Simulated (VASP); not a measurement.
S:

```
CELL_PARAMETERS angstrom
0.00000 2.10000 2.10000
2.10000 0.00000 2.10000
2.10000 2.10000 0.00000
ATOMIC_POSITIONS crystal
S 0.00000 0.00000 0.00000
```

This isn't the form of S at room conditions, which is orthorhombic, of S8 rings.

* Program: VASP 6.6.1
* Task: relaxation of cell and atoms
* Functional: PBEsol
* Potentials or basis: VASP PAW PBE potentials, release 64 (S)
* Cutoff: 500 eV
* k mesh: 17 × 17 × 17
* Occupations: fermi-dirac, width 0.02 eV
* Spin: no spin polarisation

At the start: pressure -13.0 GPa; volume 18.52 Å³/atom.

How do energy, volume and symmetry change on relaxing?

Over 3 steps the energy falls by 176.5 meV/atom and the volume is 14.91 Å³/atom (-19.5 %); space group Fm-3m (No. 225, to 0.1 Å) before and after.

The path:
```csv
step,energy change (eV),largest force (eV/Å),pressure (GPa),volume (Å³)
1,0.0000,0.0000,-12.97,18.52
2,-0.1762,0.0000,0.82,14.79
3,-0.1765,0.0000,0.04,14.91
```

Final structure:
```cif
data_structure
_symmetry_space_group_name_H-M 'P 1'
_symmetry_Int_Tables_number 1
_cell_length_a 2.7625
_cell_length_b 2.7625
_cell_length_c 2.7625
_cell_angle_alpha 60.000
_cell_angle_beta 60.000
_cell_angle_gamma 60.000
_cell_volume 14.91
loop_
_atom_site_label
_atom_site_type_symbol
_atom_site_fract_x
_atom_site_fract_y
_atom_site_fract_z
_atom_site_occupancy
S1 S 0.00000 0.00000 0.00000 1
```

Caveat: the volume moved by over 15 % at a fixed basis, so the end points are rough; the PAW data sets were made with another functional, which shifts forces and pressure a little.
